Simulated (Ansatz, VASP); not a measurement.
**WSe2: VASP beside Ansatz**

```xyz
3
Lattice="1.6433 0.9488 6.4973 -1.6433 0.9488 6.4973 0.0000 -1.8975 6.4973" Properties=species:S:1:pos:R:3 pbc="T T T"
W     0.0000    0.0000    0.0000
Se    0.0000    0.0000    4.8000
Se    0.0000    0.0000   14.6918
```

Alike in both runs: task single point; functional PBE; k mesh 10 × 10 × 10; occupations fermi-dirac, width 0.02 eV; no spin polarisation.

|  | VASP | Ansatz |
| --- | --- | --- |
| version | VASP 6.6.1 | Ansatz 0.2.0 |
| potentials or method | VASP PAW PBE potentials, release 64 (W_sv, Se) | plane waves, PAW |
| plane-wave cutoff (eV) | 520 | 420 |
| valence electrons in the cell | 26 | 46 |

```csv
,VASP,Ansatz,Ansatz less VASP
pressure (GPa),3.5,3.2,-0.29
"traceless stress, the component that is largest in VASP (GPa)",1.62,1.57,-0.047
rms of the force components (eV/Å),0.168,0.149,-0.0189
```

Atom by atom the forces differ by 0.019 eV/Å (rms over components). VASP's potentials hold 26 valence electrons a cell and Ansatz's 46, so a difference there can come from the potentials and not from the codes.

Neither program's run includes spin-orbit coupling.
